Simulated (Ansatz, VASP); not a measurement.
## AlN in VASP and in Ansatz

File INCAR:

```
PREC = Accurate
ENCUT = 520
EDIFF = 1E-7
ISMEAR = 0
SIGMA = 0.05
LREAL = F
LASPH = T
NELM = 100
ALGO = Normal
ISIF = 2
LWAVE = F
LCHARG = F
GGA = PE
NBANDS = 11
```

KPOINTS

```
regular mesh
0
Gamma
  10 10 10
```

POSCAR

```
AlN
1.0
    0.0000000000      2.1839935596      2.1839935596
    2.1839935596      0.0000000000      2.1839935596
    2.1839935596      2.1839935596      0.0000000000
Al N
1 1
Direct
    0.0356548263      0.0356548263     -0.0356548263
    0.6813184788      0.6813184788      0.8186815212
```

Input for Ansatz:

```yaml
crystal:
  lattice:
    - [0.0, 2.1839935596, 2.1839935596]
    - [2.1839935596, 0.0, 2.1839935596]
    - [2.1839935596, 2.1839935596, 0.0]
  atoms:
    - { symbol: Al, position: [0.0356548263, 0.0356548263, -0.0356548263] }
    - { symbol: "N", position: [0.6813184788, 0.6813184788, 0.8186815212] }
basis:
  ecutwfc: 420
kpoints:
  mp_grid: { grid: [10, 10, 10] }
hamiltonian:
  xc: pbe
scf:
  occupations: { method: gaussian, width: 0.05 }
output:
  forces: true
  stress: true
  eigenvalues: true
```

Change from the starting cell: mode 4 (656.9 1/cm) frozen in, largest displacement -0.300 Å.

Alike in both runs: task single point; functional PBE; k mesh 10 × 10 × 10; occupations gaussian, width 0.05 eV; no spin polarisation.

|  | VASP | Ansatz |
| --- | --- | --- |
| version | VASP 6.6.1 | Ansatz 0.2.0 |
| potentials or method | VASP PAW PBE potentials, release 64 (Al, N), cutoff 520 eV | scalar-relativistic, plane waves, PAW |
| valence electrons in the cell | 8 | 8 |

VASP gave:

- gap on the k mesh at the Fermi level (eV): 2.31
- least direct gap on the mesh (eV): 2.88
- rms of the force components (eV/Å): 3.073

**Question.** Which values does Ansatz return?

**Answer.** gap on the k mesh at the Fermi level (eV): 2.32; least direct gap on the mesh (eV): 2.87; rms of the force components (eV/Å): 3.052.

Atom by atom the forces differ by 0.021 eV/Å (rms over components). With one functional, cell and mesh, what is left measures potentials, basis and numerics.
